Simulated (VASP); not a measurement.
# Ga2P (P4/mmm) in VASP: single point with PBE

Aim: the single point of Ga2P with PBE.

All numbers are computed with VASP 6.6.1; they aren't measurements. Logs are shortened: lines on timing, memory, paths and dates and some standing lists are left out, and cuts for length are marked.

**1. The cell of the first run**

It takes space group P4/mmm (No. 123, tetragonal). The conventional cell has a = 2.901 Å, b = 2.901 Å, c = 5.985 Å, α = 90.00°, β = 90.00°, γ = 90.00°. Ga (site symmetry 4mm) has 5 Ga at 2.45 to 2.90 Å and 4 P at 2.71 Å within 3.2 Å. P (site symmetry 4/mmm) has 8 Ga at 2.71 Å and 4 P at 2.90 Å within 3.6 Å.

**2. Single point, PBE**

File INCAR:

```
SYSTEM = Ga2P
PREC = Accurate
ENCUT = 520
EDIFF = 1E-6
ISMEAR = -1
SIGMA = 0.1
LREAL = .FALSE.
LASPH = .TRUE.
NELM = 60
ALGO = Normal
ISIF = 2
LWAVE = .FALSE.
LCHARG = .TRUE.
GGA = PE
LELF = .TRUE.
LVHAR = .TRUE.
NBANDS = 22
```

File KPOINTS:

```
regular mesh
0
G
  12 12 6
  0 0 0
```

File POSCAR:

```
Ga2P
1.0
    2.9008320000      0.0000000000      0.0000000000
    0.0000000000      2.9008320000      0.0000000000
    0.0000000000      0.0000000000      5.9851430000
Ga P
2 1
Direct
    0.5000000000      0.5000000000      0.2950000000
    0.5000000000      0.5000000000      0.7050000000
    0.0000000000      0.0000000000      0.0000000000
```

Potentials or basis: VASP PAW PBE potentials, release 64 (Ga_d, P).

Launch:

```console
> cat potpaw_PBE.64/Ga_d/POTCAR potpaw_PBE.64/P/POTCAR > POTCAR
> mpirun -np 1 vasp_std > vasp.out
```

OUTCAR:

```text
SYSTEM = Ga2P
   PREC = Accurate
   ENCUT = 520
   EDIFF = 1E-6
   ISMEAR = -1
   LREAL = .FALSE.
   LASPH = .TRUE.
   NELM = 60
   ISIF = 2
   GGA = PE

 ion  position               nearest neighbor table
   1  0.500  0.500  0.295-   2 2.45   3 2.71   3 2.71   3 2.71   3 2.71
   2  0.500  0.500  0.705-   1 2.45   3 2.71   3 2.71   3 2.71   3 2.71
   3  0.000  0.000  0.000-   1 2.71   2 2.71   1 2.71   2 2.71   1 2.71   2 2.71   1 2.71   2 2.71

  LATTYP: Found a simple tetragonal cell.
 ALAT       =     2.9008320000
 C/A-ratio  =     2.0632504743

  Lattice vectors:

 A1 = (   2.9008320000,   0.0000000000,   0.0000000000)
 A2 = (   0.0000000000,   2.9008320000,   0.0000000000)
 A3 = (   0.0000000000,   0.0000000000,   5.9851430000)

Analysis of symmetry for initial positions (statically):
=====================================================================
 Subroutine PRICEL returns:
 Original cell was already a primitive cell.

 Routine SETGRP: Setting up the symmetry group for a
 simple tetragonal supercell.

 Subroutine GETGRP returns: Found 16 space group operations
 (whereof 16 operations were pure point group operations)
 out of a pool of 16 trial point group operations.

The static configuration has the point symmetry D_4h.

Analysis of symmetry for dynamics (positions and initial velocities):
=====================================================================
 Subroutine PRICEL returns:
 Original cell was already a primitive cell.

 Routine SETGRP: Setting up the symmetry group for a
 simple tetragonal supercell.

 Subroutine GETGRP returns: Found 16 space group operations
 (whereof 16 operations were pure point group operations)
 out of a pool of 16 trial point group operations.

The dynamic configuration has the point symmetry D_4h.

 Subroutine INISYM returns: Found 16 space group operations
 (whereof 16 operations are pure point group operations),
 and found     1 'primitive' translations

----------------------------------------------------------------------------------------

                                     Primitive cell

  volume of cell :      50.3639

  direct lattice vectors                    reciprocal lattice vectors
     2.900832000  0.000000000  0.000000000     0.344728685  0.000000000  0.000000000
     0.000000000  2.900832000  0.000000000     0.000000000  0.344728685  0.000000000
     0.000000000  0.000000000  5.985143000     0.000000000  0.000000000  0.167080386

  length of vectors
     2.900832000  2.900832000  5.985143000     0.344728685  0.344728685  0.167080386

  position of ions in fractional coordinates (direct lattice)
     0.500000000  0.500000000  0.295000000
     0.500000000  0.500000000  0.705000000
     0.000000000  0.000000000  0.000000000

  ion indices of the primitive-cell ions
   primitive index   ion index
                 1           1
                 2           2
                 3           3

----------------------------------------------------------------------------------------

 KPOINTS: regular mesh

Automatic generation of k-mesh.
 Grid dimensions read from file:
 generate k-points for:   12   12    6

 Generating k-lattice:

  Cartesian coordinates                     Fractional coordinates (reciprocal lattice)
     0.028727390  0.000000000  0.000000000     0.083333333  0.000000000  0.000000000
     0.000000000  0.028727390  0.000000000     0.000000000  0.083333333  0.000000000
     0.000000000  0.000000000  0.027846731     0.000000000  0.000000000  0.166666667

  Length of vectors
     0.028727390  0.028727390  0.027846731

  Shift w.r.t. Gamma in fractional coordinates (k-lattice)
     0.000000000  0.000000000  0.000000000

 Subroutine IBZKPT returns following result:
 ===========================================

 Found    112 irreducible k-points:

 Following reciprocal coordinates:
            Coordinates               Weight
  0.000000  0.000000  0.000000      1.000000
  0.083333  0.000000  0.000000      4.000000
  0.166667  0.000000  0.000000      4.000000
  0.250000  0.000000  0.000000      4.000000
  0.333333  0.000000  0.000000      4.000000
  0.416667  0.000000  0.000000      4.000000
[... 16 lines left out ...]
  0.333333  0.333333  0.000000      4.000000
  0.416667  0.333333  0.000000      8.000000
 [... further k-points ...]
   k-points           NKPTS =    112   k-points in BZ     NKDIM =    112   number of bands    NBANDS=     22
   number of dos      NEDOS =    301   number of ions     NIONS =      3
   total plane-waves  NPLWV =  27648
   dimension x,y,z NGX =    24 NGY =   24 NGZ =   48
   dimension x,y,z NGXF=    48 NGYF=   48 NGZF=   96
   ions per type =               2   1
   NGX,Y,Z   is equivalent  to a cutoff of  13.75, 13.75, 13.33 a.u.
   NGXF,Y,Z  is equivalent  to a cutoff of  27.51, 27.51, 26.67 a.u.
 SYSTEM =  Ga2P
   PREC   = accura    normal or accurate (medium, high low for compatibility)
   ISTART =      0    job   : 0-new  1-cont  2-samecut
   ICHARG =      2    charge: 1-file 2-atom 10-const
   ISPIN  =      1    spin polarized calculation?
   LNONCOLLINEAR =      F non collinear calculations
   LSORBIT =      F    spin-orbit coupling
   LASPH  =      T    aspherical Exc in radial PAW
   ENCUT  =  520.0 eV  38.22 Ry    6.18 a.u.   5.39  5.39 11.13*2*pi/ulx,y,z
   NELM   =     60;   NELMIN=  2; NELMDL= -5     # of ELM steps
   EDIFF  = 0.1E-05   stopping-criterion for ELM
   LREAL  =      F    real-space projection
   EDIFFG = 0.1E-04   stopping-criterion for IOM
   NSW    =      0    number of steps for IOM
   IBRION =     -1    ionic relax: 0-MD 1-quasi-New 2-CG
   NFREE  =      0    steps in history (QN), initial steepest desc. (CG)
   ISIF   =      2    stress and relaxation
   ISYM   =      2    0-nonsym 1-usesym 2-fastsym
   POTIM  = 0.5000    time-step for ionic-motion
   TEBEG  =    0.0;   TEEND  =   0.0 temperature during run
   PSTRESS=    0.0 pullay stress
   NELECT =      31.0000    total number of electrons
   NUPDOWN=      -1.0000    fix difference up-down
   EMIN   =  10.00;   EMAX   =-10.00  energy-range for DOS
   EFERMI =   0.00;   METHOD = LEGACY
   ISMEAR =    -1;   SIGMA  =   0.10  broadening in eV -4-tet -1-fermi 0-gaus
   EFERMI_NEDOS =   21; number of points for ismear=-14 and -15
   IALGO  =     38    algorithm
   IMIX   =      4    mixing-type and parameters
     AMIX     =   0.40;   BMIX     =  1.00
     AMIX_MAG =   1.60;   BMIX_MAG =  1.00
  volume/ion in A,a.u.               =      16.79       113.29
  Fermi-wavevector in a.u.,A,eV,Ry     =   1.392586  2.631607 26.385738  1.939297
  Thomas-Fermi vector in A             =   2.516315
   LORBIT       =      0    0 simple, 1 ext, 2 COOP (PROOUT), +10 PAW based schemes
   GGA     = PE    functional components
   LHFCALC =     F    Hartree Fock is set to
   AEXX    =    0.0000 exact exchange contribution
   IVDW    =     0    specifies the selected vdW correction
   LEPSILON=     F    determine dielectric tensor
   LRPA    =     F    only Hartree local field effects (RPA)
 non-spin polarized calculation
  energy-cutoff  :      520.00
  volume of cell :       50.36
 maximum number of plane-waves:      1391
 NGX is ok and might be reduce to    24
   NGX = 11   NGY = 11   NGZ = 23

 number of electron      31.0000015 magnetization

 Free energy of the ion-electron system (eV)
  ---------------------------------------------------
  ext. energy  EPLUGINS =         0.00000000
  ---------------------------------------------------
  free energy    TOTEN  =       -10.17827538 eV

  energy without entropy =      -10.12815593  energy(sigma->0) =      -10.15321565

 E-fermi :   7.1815     XC(G=0): -11.2501

 val. band max:        7.1670262813   @ k =   0.5000   0.2500   0.1667
 cond. band min:       7.1962489724   @ k =   0.0833   0.0833   0.0000
 fundamental gap:      0.0292226911
 Fermi energy:         7.1815484756

 k-point     1 :       0.0000    0.0000    0.0000
  band No.  band energies     occupation
      1      -8.1903      2.00000
      2      -8.0814      2.00000
      3      -8.0353      2.00000
      4      -7.8912      2.00000
      5      -7.8912      2.00000
      6      -7.7842      2.00000
[... 14 lines left out ...]
     21      14.9585      0.00000
     22      15.6874      0.00000

 k-point     2 :       0.0833    0.0000    0.0000
  band No.  band energies     occupation
      1      -8.1855      2.00000
      2      -8.0693      2.00000
      3      -8.0239      2.00000
      4      -7.9197      2.00000
      5      -7.8900      2.00000
      6      -7.7751      2.00000
[... 14 lines left out ...]
     21      14.6592      0.00000
     22      15.0906      0.00000

 k-point     3 :       0.1667    0.0000    0.0000
  band No.  band energies     occupation
      1      -8.1736      2.00000
      2      -8.0369      2.00000
      3      -7.9961      2.00000
      4      -7.9790      2.00000
      5      -7.8866      2.00000
      6      -7.7769      2.00000
[... 14 lines left out ...]
     21      15.4837      0.00000
     22      15.8960      0.00000

 k-point     4 :       0.2500    0.0000    0.0000
  band No.  band energies     occupation
      1      -8.1597      2.00000
      2      -8.0466      2.00000
      3      -7.9866      2.00000
      4      -7.9651      2.00000
      5      -7.8821      2.00000
      6      -7.8017      2.00000
[... 14 lines left out ...]
     21      15.9689      0.00000
     22      16.1286      0.00000

 k-point     5 :       0.3333    0.0000    0.0000
  band No.  band energies     occupation
      1      -8.1479      2.00000
      2      -8.0983      2.00000
      3      -7.9419      2.00000
      4      -7.9410      2.00000
      5      -7.8775      2.00000
      6      -7.8262      2.00000
[... 417 lines left out ...]
 k-point    22 :       0.5000    0.2500    0.0000
  band No.  band energies     occupation
      1      -8.1009      2.00000
      2      -8.0915      2.00000
      3      -7.9611      2.00000
      4      -7.9551      2.00000
      5      -7.9066      2.00000
      6      -7.8077      2.00000
[... 14 lines left out ...]
     21      13.0950      0.00000
     22      15.6892      0.00000

 k-point    23 :       0.3333    0.3333    0.0000
  band No.  band energies     occupation
      1      -8.0904      2.00000
      2      -8.0541      2.00000
      3      -8.0052      2.00000
      4      -7.9594      2.00000
      5      -7.9109      2.00000
      6      -7.7826      2.00000
[... 14 lines left out ...]
     21      13.0110      0.00000
     22      15.6395      0.00000

 k-point    24 :       0.4167    0.3333    0.0000
  band No.  band energies     occupation
      1      -8.0802      2.00000
      2      -8.0687      2.00000
      3      -8.0089      2.00000
      4      -7.9891      2.00000
      5      -7.9356      2.00000
      6      -7.7959      2.00000
[... 14 lines left out ...]
     21      11.8402      0.00000
     22      14.5036      0.00000

 [... further k-points ...]
[... 5 lines left out ...]
  --------------------------------------------------------------------------------------
  -------------------------------------------------------------------------------------
  Total        2.1699631      2.1699631      3.3552641      0.0000000      0.0000000     -0.0000000
  in kB       69.0308535     69.0308535    106.7376437      0.0000000      0.0000000     -0.0000000
  external PRESSURE =      81.5997835 kB  Pullay stress =       0.0000000 kB

 VOLUME and BASIS-vectors are now :
 -----------------------------------------------------------------------------
  energy-cutoff  :      520.00
  volume of cell :       50.36
      direct lattice vectors                 reciprocal lattice vectors
     2.900832000  0.000000000  0.000000000     0.344728685  0.000000000  0.000000000
     0.000000000  2.900832000  0.000000000     0.000000000  0.344728685  0.000000000
     0.000000000  0.000000000  5.985143000     0.000000000  0.000000000  0.167080386

 POSITION                                       TOTAL-FORCE (eV/Angst)
 -----------------------------------------------------------------------------------
      1.45042      1.45042      1.76562         0.000000      0.000000     -0.542142
      1.45042      1.45042      4.21953         0.000000     -0.000000      0.542142
      0.00000      0.00000      0.00000         0.000000      0.000000      0.000000
 -----------------------------------------------------------------------------------
    total drift:                                0.000000     -0.000000      0.000000

  FREE ENERGIE OF THE ION-ELECTRON SYSTEM (eV)
  ---------------------------------------------------
  free  energy   TOTEN  =       -10.1782753752 eV

  energy  without entropy=      -10.1281559270  energy(sigma->0) =      -10.15321565
```

It took 86 s on 1 thread of AMD EPYC 7R43 (Zen 3), shared host; peak memory 0.22 GiB.

Results:

| Item | Value |
| --- | --- |
| Free energy | -10.1783 eV |
| Pressure | 8.2 GPa |
| Largest force | 0.542 eV/Å |

Forces in eV/Å, atoms in the order of the input:
```
Ga   0.000  0.000 -0.542
Ga   0.000  0.000  0.542
P    0.000  0.000  0.000
```
